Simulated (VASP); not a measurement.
The system is Nb2Si2O.

```xyz
5
Lattice="3.8482 0.0000 0.0000 -1.9241 3.3326 0.0000 0.0000 0.0000 6.0483" Properties=species:S:1:pos:R:3 pbc="T T T"
Nb    0.0000    2.2217    1.5635
Nb    1.9241    1.1109    4.4848
Si    0.0000    2.2217    3.8939
Si    1.9241    1.1109    2.1544
O     0.0000    0.0000    0.0000
```

The cell was built from a structure type or drawn by symmetry, and may not be a known phase.

| Item | Value |
| --- | --- |
| Program | VASP 6.6.1 |
| Task | relaxation of cell and atoms |
| Functional | PBE |
| Potentials or basis | VASP PAW PBE potentials, release 64 (Nb_sv, Si, O) |
| Cutoff | 600 eV |
| k mesh | 6 × 6 × 4 |
| Occupations | gaussian, width 0.1 eV |
| Spin | no spin polarisation |

At the start: pressure 25.2 GPa; volume 15.51 Å³/atom.

Where does the relaxation end?

Over 29 steps the energy falls by 1322.1 meV/atom and the volume is 14.33 Å³/atom (-7.7 %); space group P-3m1 (No. 164, to 0.1 Å) before and after.

The path:
```tsv
step	energy change (eV)	largest force (eV/Å)	pressure (GPa)	volume (Å³)
1	0.0000	4.2261	25.23	77.57
2	-0.6198	0.3640	-16.71	108.26
3	-1.5489	1.6845	-4.47	93.16
4	-1.5508	1.7603	-3.70	92.54
5	-2.0049	2.3358	-4.10	89.71
6	-3.6495	2.6930	-4.69	81.58
7	-3.0565	5.7568	38.34	66.79
8	-4.4510	2.4666	-0.81	77.00
9	-4.8971	2.0340	10.92	71.78
10	-4.9354	2.0385	6.31	73.19
11	-5.1094	1.4418	5.16	73.99
12	-5.1100	1.4730	5.16	73.94
13	-5.2560	1.1431	-0.50	76.12
14	-5.3037	0.9275	-5.20	78.34
15	-5.4526	0.6926	-4.33	77.26
16	-5.6989	0.7817	0.77	74.07
17	-5.7905	1.0426	1.30	73.55
18	-5.9175	2.2430	4.59	71.88
19	-6.1041	2.1596	2.27	72.42
20	-6.2408	2.2023	-0.67	73.25
21	-6.3761	1.7528	-1.16	73.06
22	-6.5855	0.2339	-1.60	72.52
23	-6.5897	0.0750	-1.48	72.43
24	-6.6024	0.1046	0.22	71.66
25	-6.6042	0.1252	1.18	71.23
26	-6.6100	0.0688	0.26	71.55
27	-6.6105	0.0494	-0.07	71.68
28	-6.6105	0.0486	-0.13	71.69
29	-6.6107	0.0398	-0.04	71.63
```

Final structure:
```yaml
crystal:
  lattice:
    - [3.51180, 0.00000, 0.00000]
    - [-1.75590, 3.04131, 0.00000]
    - [0.00000, 0.00000, 6.70676]
  atoms:
    - { symbol: Nb, position: [0.33333, 0.66667, 0.15337] }
    - { symbol: Nb, position: [0.66667, 0.33333, 0.84663] }
    - { symbol: Si, position: [0.33333, 0.66667, 0.58585] }
    - { symbol: Si, position: [0.66667, 0.33333, 0.41415] }
    - { symbol: O, position: [0.00000, 0.00000, 0.00000] }
```
